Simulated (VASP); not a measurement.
Set up this calculation in VASP 6.6.1, as the native input.

```
Task                   : single point
Functional             : LDA
Potentials or basis    : VASP PAW LDA potentials, release 64 (Ca_sv, S)
Cutoff                 : 500 eV
k mesh                 : 4 × 4 × 4
Occupations            : gaussian, width 0.1 eV
Spin                   : no spin polarisation
Dipole correction      : no
Further INCAR settings : ALGO = Normal; EDIFF = 1e-06; NBANDS = 15
```

The structure of CaS lies in POSCAR:

```
CaS
1.0
    0.0000000000      2.8523742917      2.8523742917
    2.8523742917      0.0000000000      2.8523742917
    2.8523742917      2.8523742917      0.0000000000
Ca S
1 1
Direct
    0.0000000000      0.0000000000      0.0000000000
    0.5000000000      0.5000000000      0.5000000000
```

One way to write it, as run:

INCAR

```
SYSTEM = CaS
PREC = Accurate
ENCUT = 500
EDIFF = 1E-6
ISMEAR = 0
SIGMA = 0.1
LREAL = .False.
LASPH = .True.
NELM = 120
ALGO = Normal
ISIF = 2
LWAVE = .False.
LCHARG = .False.
NBANDS = 15
GGA_COMPAT = .False.
```

KPOINTS

```
regular mesh
0
Gamma
  4 4 4
  0 0 0
```

Potentials or basis: VASP PAW LDA potentials, release 64 (Ca_sv, S).

The run is started by

```console
$ cat potpaw_LDA.64/Ca_sv/POTCAR potpaw_LDA.64/S/POTCAR > POTCAR
$ mpirun -np 1 vasp_std > vasp.out
```

Results of the run:

| Item | Value |
| --- | --- |
| Pressure | -4.0 GPa |
| Band gap on the k mesh | 2.14 eV (least direct gap 2.96 eV) |

Caveat: the k points lie up to 0.48 Å⁻¹ apart.

It took 12 s on 1 thread of Intel Xeon 8259CL (shared host), peak memory 0.14 GiB.
